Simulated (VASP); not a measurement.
# Te2Mo (P3m1) in VASP: notebook, part 2 of 2

VASP 6.6.1. The steps go on from the part before.

## Step 3: Single point, PBE (atom 1 (Te) moved by (+0.000, +0.150) A along y and z)

File INCAR:

```
ALGO = Normal
EDIFF = 1E-6
ENCUT = 520
GGA = PE
ISIF = 2
ISMEAR = 0
LASPH = T
LCHARG = F
LREAL = F
LWAVE = F
NBANDS = 35
NELM = 100
PREC = Accurate
SIGMA = 0.05
```

File KPOINTS:

```
k-points
0
Gamma
  12 12 2
```

File POSCAR:

```
Te2Mo
1.0
    3.5570664331      0.0000000000      0.0000000000
   -1.7785332165      3.0805098940      0.0000000000
    0.0000000000      0.0000000000     15.2047186580
Te Mo
4 2
Direct
    0.3333333333      0.6666666667      0.6409597137
    0.6666666667      0.3333333333      0.1310943552
    0.3333333333      0.6666666667      0.8689056448
    0.6666666667      0.3333333333      0.3689056448
    0.3333333333      0.6666666667      0.2500000000
    0.6666666667      0.3333333333      0.7500000000
```

Potentials or basis: VASP PAW PBE potentials, release 64 (Te, Mo_sv).

Run with:

```
cat potpaw_PBE.64/Te/POTCAR potpaw_PBE.64/Mo_sv/POTCAR > POTCAR
mpirun -np 1 vasp_std > vasp.out
```

OUTCAR:

```text
EDIFF = 1E-6
   ENCUT = 520
   GGA = PE
   ISIF = 2
   ISMEAR = 0
   LASPH = T
   LREAL = F
   NELM = 100
   PREC = Accurate

 ion  position               nearest neighbor table
   1  0.333  0.667  0.641-   6 2.64   6 2.64   6 2.64   3 3.47
   2  0.667  0.333  0.131-   5 2.74   5 2.74   5 2.74   4 3.62
   3  0.333  0.667  0.869-   6 2.74   6 2.74   6 2.74   1 3.47
   4  0.667  0.333  0.369-   5 2.74   5 2.74   5 2.74   2 3.62
   5  0.333  0.667  0.250-   2 2.74   4 2.74   2 2.74   4 2.74   2 2.74   4 2.74
   6  0.667  0.333  0.750-   1 2.64   1 2.64   1 2.64   3 2.74   3 2.74   3 2.74

  LATTYP: Found a hexagonal cell.
 ALAT       =     3.5570664331
 C/A-ratio  =     4.2745107363

  Lattice vectors:

 A1 = (   3.5570664331,   0.0000000000,   0.0000000000)
 A2 = (  -1.7785332165,   3.0805098940,   0.0000000000)
 A3 = (   0.0000000000,   0.0000000000,  15.2047186580)

Analysis of symmetry for initial positions (statically):
=====================================================================
 Subroutine PRICEL returns:
 Original cell was already a primitive cell.

 Routine SETGRP: Setting up the symmetry group for a
 hexagonal supercell.

 Subroutine GETGRP returns: Found  6 space group operations
 (whereof  6 operations were pure point group operations)
 out of a pool of 24 trial point group operations.

The static configuration has the point symmetry C_3v.

Analysis of symmetry for dynamics (positions and initial velocities):
=====================================================================
 Subroutine PRICEL returns:
 Original cell was already a primitive cell.

 Routine SETGRP: Setting up the symmetry group for a
 hexagonal supercell.

[... 124 lines left out ...]
   NUPDOWN=      -1.0000    fix difference up-down
   EMIN   =  10.00;   EMAX   =-10.00  energy-range for DOS
   EFERMI =   0.00;   METHOD = LEGACY
   ISMEAR =     0;   SIGMA  =   0.05  broadening in eV -4-tet -1-fermi 0-gaus
   EFERMI_NEDOS =   21; number of points for ismear=-14 and -15
   IALGO  =     38    algorithm
   IMIX   =      4    mixing-type and parameters
     AMIX     =   0.40;   BMIX     =  1.00
     AMIX_MAG =   1.60;   BMIX_MAG =  1.00
  volume/ion in A,a.u.               =      27.77       187.39
  Fermi-wavevector in a.u.,A,eV,Ry     =   1.110482  2.098507 16.778308  1.233171
  Thomas-Fermi vector in A             =   2.247034
   LORBIT       =      0    0 simple, 1 ext, 2 COOP (PROOUT), +10 PAW based schemes
   GGA     = PE    functional components
   LHFCALC =     F    Hartree Fock is set to
   AEXX    =    0.0000 exact exchange contribution
   IVDW    =     0    specifies the selected vdW correction
   LEPSILON=     F    determine dielectric tensor
   LRPA    =     F    only Hartree local field effects (RPA)
 non-spin polarized calculation
 Gauss-broadening in eV      SIGMA  =   0.05
  energy-cutoff  :      520.00
  volume of cell :      166.61
 maximum number of plane-waves:      4544
 NGX is ok and might be reduce to    28
   NGX = 13   NGY = 13   NGZ = 57

 number of electron      52.0000002 magnetization

 Free energy of the ion-electron system (eV)
  ---------------------------------------------------
  ext. energy  EPLUGINS =         0.00000000
  ---------------------------------------------------
  free energy    TOTEN  =       -35.92406508 eV

  energy without entropy =      -35.92406508  energy(sigma->0) =      -35.92406508

 E-fermi :   6.9920     XC(G=0):  -9.7421

 val. band max:        6.7208270759   @ k =   0.3333   0.3333   0.0000
 cond. band min:       7.5115582797   @ k =   0.3333   0.3333   0.0000
 fundamental gap:      0.7907312038
 Fermi energy:         6.9920073209

 k-point     1 :       0.0000    0.0000    0.0000
  band No.  band energies     occupation
      1     -54.0213      2.00000
      2     -53.9746      2.00000
      3     -28.1757      2.00000
      4     -28.1192      2.00000
      5     -28.1037      2.00000
      6     -28.1037      2.00000
[... 901 lines left out ...]
     34      10.4451      0.00000
     35      12.1451      0.00000

 [... further k-points ...]
[... 5 lines left out ...]
  --------------------------------------------------------------------------------------
  -------------------------------------------------------------------------------------
  Total        1.5981889      1.5981889      4.0472499      0.0000000      0.0000000     -0.0000000
  in kB       15.3690042     15.3690042     38.9204299      0.0000000      0.0000000     -0.0000000
  external PRESSURE =      23.2194794 kB  Pullay stress =       0.0000000 kB

 VOLUME and BASIS-vectors are now :
 -----------------------------------------------------------------------------
  energy-cutoff  :      520.00
  volume of cell :      166.61
      direct lattice vectors                 reciprocal lattice vectors
     3.557066433  0.000000000  0.000000000     0.281130538  0.162310792  0.000000000
    -1.778533217  3.080509894  0.000000000     0.000000000  0.324621584  0.000000000
     0.000000000  0.000000000 15.204718658     0.000000000  0.000000000  0.065769056

 POSITION                                       TOTAL-FORCE (eV/Angst)
 -----------------------------------------------------------------------------------
     -0.00000      2.05367      9.74561         0.000000     -0.000000     -2.123331
      1.77853      1.02684      1.99325         0.000000     -0.000000     -0.004444
     -0.00000      2.05367     13.21147         0.000000     -0.000000      0.268971
      1.77853      1.02684      5.60911         0.000000     -0.000000      0.020621
     -0.00000      2.05367      3.80118        -0.000000      0.000000     -0.013388
      1.77853      1.02684     11.40354        -0.000000      0.000000      1.851570
 -----------------------------------------------------------------------------------
    total drift:                               -0.000000      0.000000     -0.000091

  FREE ENERGIE OF THE ION-ELECTRON SYSTEM (eV)
  ---------------------------------------------------
  free  energy   TOTEN  =       -35.9240650823 eV

  energy  without entropy=      -35.9240650823  energy(sigma->0) =      -35.92406508
```

OSZICAR:

```text
N       E                     dE             d eps       ncg     rms          rms(c)
DAV:   1     0.387759086856E+03    0.38776E+03   -0.26825E+04  3076   0.131E+03
DAV:   2    -0.150692787483E+02   -0.40283E+03   -0.39031E+03  3269   0.310E+02
DAV:   3    -0.366299316514E+02   -0.21561E+02   -0.21097E+02  3277   0.624E+01
DAV:   4    -0.371766305715E+02   -0.54670E+00   -0.54433E+00  3193   0.983E+00
DAV:   5    -0.371927844387E+02   -0.16154E-01   -0.16149E-01  3482   0.170E+00    0.215E+01
DAV:   6    -0.364439545046E+02    0.74883E+00   -0.58421E+00  2887   0.134E+01    0.888E+00
DAV:   7    -0.363547629921E+02    0.89192E-01   -0.47165E+00  2757   0.109E+01    0.630E+00
DAV:   8    -0.359287466350E+02    0.42602E+00   -0.90536E-01  2799   0.533E+00    0.252E+00
DAV:   9    -0.359294383098E+02   -0.69167E-03   -0.21145E-01  3082   0.211E+00    0.103E+00
DAV:  10    -0.359249035660E+02    0.45347E-02   -0.18053E-02  2903   0.749E-01    0.558E-01
DAV:  11    -0.359240069093E+02    0.89666E-03   -0.80534E-03  2927   0.480E-01    0.150E-01
DAV:  12    -0.359240786811E+02   -0.71772E-04   -0.65095E-04  2959   0.115E-01    0.103E-01
DAV:  13    -0.359240579774E+02    0.20704E-04   -0.67639E-05  3123   0.391E-02    0.670E-02
DAV:  14    -0.359240603929E+02   -0.24155E-05   -0.42724E-05  3064   0.312E-02    0.299E-02
DAV:  15    -0.359240647704E+02   -0.43775E-05   -0.10156E-05  2664   0.134E-02    0.126E-02
DAV:  16    -0.359240650823E+02   -0.31190E-06   -0.23872E-06  2568   0.720E-03
   1 F= -.35924065E+02 E0= -.35924065E+02  d E =-.381782E-16
```

stdout:

```text
POSCAR found type information on POSCAR TeMo
 POSCAR found :  2 types and       6 ions
 scaLAPACK will be used
 LDA part: xc-table for (Slater+PW92), standard interpolation
 POSCAR, INCAR and KPOINTS ok, starting setup
 FFT: planning ... GRIDC
 FFT: planning ... GRID_SOFT
 FFT: planning ... GRID
 WAVECAR not read
 entering main loop
```

It took 6.3 min on 1 thread of Intel Xeon Platinum 8259CL at 2.50GHz (Skylake/Cascade Lake), shared host; peak memory 0.42 GiB.

What came out:

- Free energy: -35.9241 eV
- Pressure: 2.3 GPa
- Largest force: 2.123 eV/Å
- Band gap on the k mesh: 0.79 eV, direct

Forces in eV/Å, atoms in the order of the input:
```
Te   0.000  0.000 -2.123
Te   0.000  0.000 -0.004
Te   0.000  0.000  0.269
Te   0.000  0.000  0.021
Mo   0.000  0.000 -0.013
Mo   0.000  0.000  1.852
```

Levels at points of the mesh, in eV from the valence-band top:
| k point | band 24 | band 25 | band 26 | band 27 | band 28 | band 29 |
| --- | --- | --- | --- | --- | --- | --- |
| (0.00, 0.00, 0.00) | -0.88 | -0.59 | -0.01 | 2.91 | 2.91 | 3.03 |
| (0.50, 0.00, 0.00) | -0.74 | -0.59 | -0.32 | 1.21 | 1.39 | 1.56 |
| (0.00, 0.00, 0.50) | -0.88 | -0.27 | -0.07 | 2.91 | 2.91 | 3.03 |
| (0.50, 0.00, 0.50) | -0.74 | -0.58 | -0.33 | 1.21 | 1.39 | 1.59 |

Caveat: the cell differs from its parent crystal (atom 1 (Te) moved by (+0.000, +0.150) A along y and z); spin-orbit coupling is left out, which moves the levels of the heavy elements; this functional lacks dispersion, which binds the layers, so the pressure and a relaxed spacing across them are unreliable; forces of over 1 eV/Å act on the atoms, so gaps and moduli don't describe the material at rest. A k mesh can miss the band edges.
